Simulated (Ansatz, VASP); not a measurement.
# One calculation of GaN, two programs

Contents of INCAR:

```
PREC = Accurate ; ENCUT = 520
EDIFF = 1E-7 ; ISMEAR = 0
SIGMA = 0.05 ; LREAL = F
LASPH = T ; NELM = 80
ALGO = Normal ; ISIF = 2
LWAVE = F ; LCHARG = F
GGA = PE ; NBANDS = 16
```

KPOINTS

```
regular mesh
0
Gamma
  10 10 10
```

POSCAR

```
GaN
1.0
    0.0000000000      2.1971630923      2.1971630923
    2.1971630923      0.0000000000      2.1971630923
    2.1971630923      2.1971630923      0.0000000000
Ga N
1 1
Direct
    0.0000000000      0.0000000000      0.0000000000
    0.7500000000      0.7500000000      0.7500000000
```

Input for Ansatz:

```yaml
crystal:
  lattice:
    - [0.0, 2.1971630923, 2.1971630923]
    - [2.1971630923, 0.0, 2.1971630923]
    - [2.1971630923, 2.1971630923, 0.0]
  atoms:
    - { symbol: Ga, position: [0.0, 0.0, 0.0] }
    - { symbol: "N", position: [0.75, 0.75, 0.75] }
basis:
  ecutwfc: 420
kpoints:
  mp_grid: { grid: [10, 10, 10] }
hamiltonian:
  xc: pbe
scf:
  occupations: { method: gaussian, width: 0.05 }
output:
  forces: true
  stress: true
  eigenvalues: true
```

Change from the starting cell: strain -0.025 along x and y, -0.025 along z, atoms carried along.

Alike in both runs: task single point; functional PBE; k mesh 10 × 10 × 10; occupations gaussian, width 0.05 eV; no spin polarisation.

|  | VASP | Ansatz |
| --- | --- | --- |
| version | VASP 6.6.1 | Ansatz 0.2.0 |
| potentials or method | VASP PAW PBE potentials, release 64 (Ga_d, N), cutoff 520 eV | scalar-relativistic, plane waves, PAW |
| valence electrons in the cell | 18 | 18 |

Ansatz gave:

| Property | Result |
| --- | --- |
| gap on the k mesh at the Fermi level (eV) | 2.20 |
| least direct gap on the mesh (eV) | 2.20 |
| pressure (GPa) | 22.4 |

**Question.** Estimate VASP's values.

**Answer.** gap on the k mesh at the Fermi level (eV): 2.22; least direct gap on the mesh (eV): 2.22; pressure (GPa): 22.2.
